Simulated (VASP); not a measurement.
# Si2Mo (I4/mmm) in VASP: a series of runs, part 4 of 5

VASP 6.6.1. Earlier steps stand in the parts before.

## (5) Single point, r2SCAN+D4

This run uses another cell than the first one, of 13.42 Å³/atom, 1.013 times its volume.

POSCAR reads:

```
Si2Mo
1.0
   -1.6037237961      1.6037237961      3.9122662532
    1.6037237961     -1.6037237961      3.9122662532
    1.6037237961      1.6037237961     -3.9122662532
Si Mo
2 1
Direct
    0.3355042655      0.3355042655      0.0000000000
    0.6644957345      0.6644957345      0.0000000000
    0.0000000000      0.0000000000      0.0000000000
```

INCAR.step1 reads:

```
PREC     = Accurate       # precision mode
ENCUT    = 520            # plane-wave cutoff, eV
ISMEAR   = 0              # smearing method
SIGMA    = 0.05           # smearing width, eV
LREAL    = False          # projectors in reciprocal space
LASPH    = True           # aspherical terms in the spheres
NELM     = 80             # most SCF steps
NBANDS   = 18             # bands
GGA      = PE             # functional
ALGO     = Normal         # electronic algorithm
EDIFF    = 1E-4           # SCF threshold, eV
LWAVE    = True           # write WAVECAR
LCHARG   = False          # write CHGCAR
```

INCAR.step2 reads:

```
PREC     = Accurate       # precision mode
ENCUT    = 520            # plane-wave cutoff, eV
EDIFF    = 1E-7           # SCF threshold, eV
ISMEAR   = 0              # smearing method
SIGMA    = 0.05           # smearing width, eV
LREAL    = False          # projectors in reciprocal space
LASPH    = True           # aspherical terms in the spheres
NELM     = 80             # most SCF steps
ALGO     = Normal         # electronic algorithm
ISIF     = 2              # what is computed and relaxed
LWAVE    = False          # write WAVECAR
LCHARG   = True           # write CHGCAR
METAGGA  = R2SCAN         # meta-GGA
LMIXTAU  = True         
IVDW     = 13             # dispersion correction
VDW_S6   = 1.0          
VDW_S8   = 0.6018749    
VDW_A1   = 0.51559235   
VDW_A2   = 5.77342911   
LELF     = True           # ELF
LVHAR    = True         
NBANDS   = 18             # bands
ISTART   = 1
```

KPOINTS reads:

```
Automatic mesh
0
Gamma
  10 10 10
```

Potentials or basis: VASP PAW PBE potentials, release 64 (Si, Mo_sv).

Command:

```console
$ cat potpaw_PBE.64/Si/POTCAR potpaw_PBE.64/Mo_sv/POTCAR > POTCAR
$ cp INCAR.step1 INCAR
$ mpirun -np 1 vasp_std > vasp.out
$ cp INCAR.step2 INCAR
$ mpirun -np 1 vasp_std > vasp.out
```

OUTCAR:

```text
PREC = Accurate
   ENCUT = 520
   EDIFF = 1E-7
   ISMEAR = 0
   LREAL = False
   LASPH = True
   NELM = 80
   ISIF = 2
   METAGGA = R2SCAN
   IVDW = 13
   ISTART = 1

 ion  position               nearest neighbor table
   1  0.336  0.336  0.000-   2 2.57   3 2.61   3 2.61   3 2.61   3 2.61   3 2.63   2 2.63   2 2.63
                             2 2.63   2 2.63
   2  0.664  0.664  0.000-   1 2.57   3 2.61   3 2.61   3 2.61   3 2.61   3 2.63   1 2.63   1 2.63
                             1 2.63   1 2.63
   3  0.000  0.000  0.000-   2 2.61   2 2.61   2 2.61   1 2.61   2 2.61   1 2.61   1 2.61   1 2.61
                             1 2.63   2 2.63

  LATTYP: Found a body centered tetragonal cell.
 ALAT       =     3.2074475922
 C/A-ratio  =     2.4394888089

  Lattice vectors:

 A1 = (  -1.6037237961,   1.6037237961,   3.9122662532)
 A2 = (   1.6037237961,  -1.6037237961,   3.9122662532)
 A3 = (   1.6037237961,   1.6037237961,  -3.9122662532)

Analysis of symmetry for initial positions (statically):
=====================================================================
 Subroutine PRICEL returns:
 Original cell was already a primitive cell.

 Routine SETGRP: Setting up the symmetry group for a
 body centered tetragonal supercell.

 Subroutine GETGRP returns: Found 16 space group operations
 (whereof 16 operations were pure point group operations)
 out of a pool of 16 trial point group operations.

The static configuration has the point symmetry D_4h.

Analysis of symmetry for dynamics (positions and initial velocities):
=====================================================================
 Subroutine PRICEL returns:
 Original cell was already a primitive cell.

 Routine SETGRP: Setting up the symmetry group for a
 body centered tetragonal supercell.

 Subroutine GETGRP returns: Found 16 space group operations
 (whereof 16 operations were pure point group operations)
 out of a pool of 16 trial point group operations.

The dynamic configuration has the point symmetry D_4h.

 Subroutine INISYM returns: Found 16 space group operations
 (whereof 16 operations are pure point group operations),
 and found     1 'primitive' translations

----------------------------------------------------------------------------------------

                                     Primitive cell

  volume of cell :      40.2483

  direct lattice vectors                    reciprocal lattice vectors
    -1.603723796  1.603723796  3.912266253     0.000000000  0.311774385  0.127803163
     1.603723796 -1.603723796  3.912266253     0.311774385  0.000000000  0.127803163
     1.603723796  1.603723796 -3.912266253     0.311774385  0.311774385  0.000000000

  length of vectors
     4.522133044  4.522133044  4.522133044     0.336952393  0.336952393  0.440915563

  position of ions in fractional coordinates (direct lattice)
     0.335504265  0.335504265  0.000000000
     0.664495735  0.664495735  0.000000000
     0.000000000  0.000000000  0.000000000

  ion indices of the primitive-cell ions
   primitive index   ion index
                 1           1
                 2           2
                 3           3

[... 27 lines left out ...]
            Coordinates               Weight
  0.000000  0.000000  0.000000      1.000000
  0.100000  0.000000  0.000000      8.000000
  0.200000  0.000000  0.000000      8.000000
  0.300000  0.000000  0.000000      8.000000
  0.400000 -0.000000  0.000000      8.000000
  0.500000 -0.000000  0.000000      4.000000
[... 16 lines left out ...]
  0.300000  0.300000  0.000000      8.000000
  0.400000  0.300000  0.000000     16.000000
 [... further k-points ...]
   k-points           NKPTS =    102   k-points in BZ     NKDIM =    102   number of bands    NBANDS=     18
   number of dos      NEDOS =    301   number of ions     NIONS =      3
   total plane-waves  NPLWV =  46656
   dimension x,y,z NGX =    36 NGY =   36 NGZ =   36
   dimension x,y,z NGXF=    72 NGYF=   72 NGZF=   72
   ions per type =               2   1
   NGX,Y,Z   is equivalent  to a cutoff of  13.23, 13.23, 13.23 a.u.
   NGXF,Y,Z  is equivalent  to a cutoff of  26.47, 26.47, 26.47 a.u.
 SYSTEM =  unknown system
   PREC   = accura    normal or accurate (medium, high low for compatibility)
   ISTART =      1    job   : 0-new  1-cont  2-samecut
   ICHARG =      0    charge: 1-file 2-atom 10-const
   ISPIN  =      1    spin polarized calculation?
   LNONCOLLINEAR =      F non collinear calculations
   LSORBIT =      F    spin-orbit coupling
   LASPH  =      T    aspherical Exc in radial PAW
   ENCUT  =  520.0 eV  38.22 Ry    6.18 a.u.   8.41  8.41  8.41*2*pi/ulx,y,z
   NELM   =     80;   NELMIN=  2; NELMDL=  0     # of ELM steps
   EDIFF  = 0.1E-06   stopping-criterion for ELM
   LREAL  =      F    real-space projection
   EDIFFG = 0.1E-05   stopping-criterion for IOM
   NSW    =      0    number of steps for IOM
   IBRION =     -1    ionic relax: 0-MD 1-quasi-New 2-CG
   NFREE  =      0    steps in history (QN), initial steepest desc. (CG)
   ISIF   =      2    stress and relaxation
   ISYM   =      2    0-nonsym 1-usesym 2-fastsym
   POTIM  = 0.5000    time-step for ionic-motion
   TEBEG  =    0.0;   TEEND  =   0.0 temperature during run
   PSTRESS=    0.0 pullay stress
   NELECT =      22.0000    total number of electrons
   NUPDOWN=      -1.0000    fix difference up-down
   EMIN   =  10.00;   EMAX   =-10.00  energy-range for DOS
   EFERMI =   0.00;   METHOD = LEGACY
   ISMEAR =     0;   SIGMA  =   0.05  broadening in eV -4-tet -1-fermi 0-gaus
   EFERMI_NEDOS =   21; number of points for ismear=-14 and -15
   IALGO  =     38    algorithm
   IMIX   =      4    mixing-type and parameters
     AMIX     =   0.40;   BMIX     =  1.00
     AMIX_MAG =   1.60;   BMIX_MAG =  1.00
  volume/ion in A,a.u.               =      13.42        90.54
  Fermi-wavevector in a.u.,A,eV,Ry     =   1.338546  2.529485 24.377622  1.791705
  Thomas-Fermi vector in A             =   2.467008
   LORBIT       =      0    0 simple, 1 ext, 2 COOP (PROOUT), +10 PAW based schemes
   METAGGA = R2SCAN    functional components
   LHFCALC =     F    Hartree Fock is set to
   AEXX    =    0.0000 exact exchange contribution
   IVDW    =    13    specifies the selected vdW correction
   LEPSILON=     F    determine dielectric tensor
   LRPA    =     F    only Hartree local field effects (RPA)
 non-spin polarized calculation
 Gauss-broadening in eV      SIGMA  =   0.05
  energy-cutoff  :      520.00
  volume of cell :       40.25
 maximum number of plane-waves:      1104
 NGX is ok and might be reduce to    36
   NGX = 17   NGY = 17   NGZ = 17

 number of electron      22.0000000 magnetization

 Free energy of the ion-electron system (eV)
  ---------------------------------------------------
  ext. energy  EPLUGINS =         0.00000000
  ---------------------------------------------------
  free energy    TOTEN  =       -45.01685360 eV

  energy without entropy =      -45.01651547  energy(sigma->0) =      -45.01668453

 E-fermi :  12.1311     XC(G=0): -13.3822

 val. band max:       12.1217436051   @ k =  -0.4000   0.5000   0.4000
 cond. band min:      12.3698071535   @ k =  -0.4000   0.4000   0.4000
 fundamental gap:      0.2480635484
 Fermi energy:        12.1310880733

 k-point     1 :       0.0000    0.0000    0.0000
  band No.  band energies     occupation
      1     -50.3773      2.00000
      2     -23.8172      2.00000
      3     -23.7298      2.00000
      4     -23.7298      2.00000
      5      -1.9223      2.00000
      6       5.4823      2.00000
[... 481 lines left out ...]
      5       2.3660      2.00000
      6       3.4986      2.00000
[... 10 lines left out ...]
     17      19.4612      0.00000
     18      21.7047      0.00000

 [... further k-points ...]

------------------------ aborting loop because EDIFF is reached ----------------------------------------

  DFT-D4 for vdW energy calculation

  Edisp (eV):   -0.57337

  FORCE on cell =-STRESS in cart. coord.  units (eV):
  Direction    XX          YY          ZZ          XY          YZ          ZX
  --------------------------------------------------------------------------------------
  -------------------------------------------------------------------------------------
  Total      -0.62264    -0.62264    -0.61932     0.00000     0.00000     0.00000
  in kB     -24.78572   -24.78572   -24.65356     0.00000     0.00000     0.00000
  external pressure =      -24.74 kB  Pullay stress =        0.00 kB

 VOLUME and BASIS-vectors are now :
 -----------------------------------------------------------------------------
  energy-cutoff  :      520.00
  volume of cell :       40.25
      direct lattice vectors                 reciprocal lattice vectors
    -1.603723796  1.603723796  3.912266253     0.000000000  0.311774385  0.127803163
     1.603723796 -1.603723796  3.912266253     0.311774385  0.000000000  0.127803163
     1.603723796  1.603723796 -3.912266253     0.311774385  0.311774385  0.000000000

 POSITION                                       TOTAL-FORCE (eV/Angst)
 -----------------------------------------------------------------------------------
      0.00000      0.00000      2.62516         0.000000      0.000000      0.003309
      0.00000      0.00000      5.19937         0.000000      0.000000     -0.003309
      0.00000      0.00000      0.00000        -0.000000     -0.000000      0.000000
 -----------------------------------------------------------------------------------
    total drift:                               -0.000000     -0.000000      0.000000

  FREE ENERGIE OF THE ION-ELECTRON SYSTEM (eV)
  ---------------------------------------------------
  free  energy   TOTEN  =       -45.5902215543 eV

  energy  without entropy=      -45.5898834239  energy(sigma->0) =      -45.59005249
```

It took 2.9 min on 1 thread of Intel Xeon 6975P-C (Granite Rapids), shared host; peak memory 0.25 GiB.

What came out:

* Free energy: -45.5902 eV
* Pressure: -2.5 GPa
* Largest force: 0.003 eV/Å
* Band gap on the k mesh: zero (band 11 reaches 12.67 eV, above the bottom of band 12 at 11.66 eV)
* Dispersion energy per atom: -0.191 eV

Forces in eV/Å, atoms in the order of the input:
```
Si   0.000  0.000  0.003
Si   0.000  0.000 -0.003
Mo   0.000  0.000  0.000
```

Caveat: the PAW data sets were made with another functional, which shifts forces and pressure a little; pairwise dispersion overbinds metals, which lowers pressure and volume.

(Part 4 of 5 ends here.)
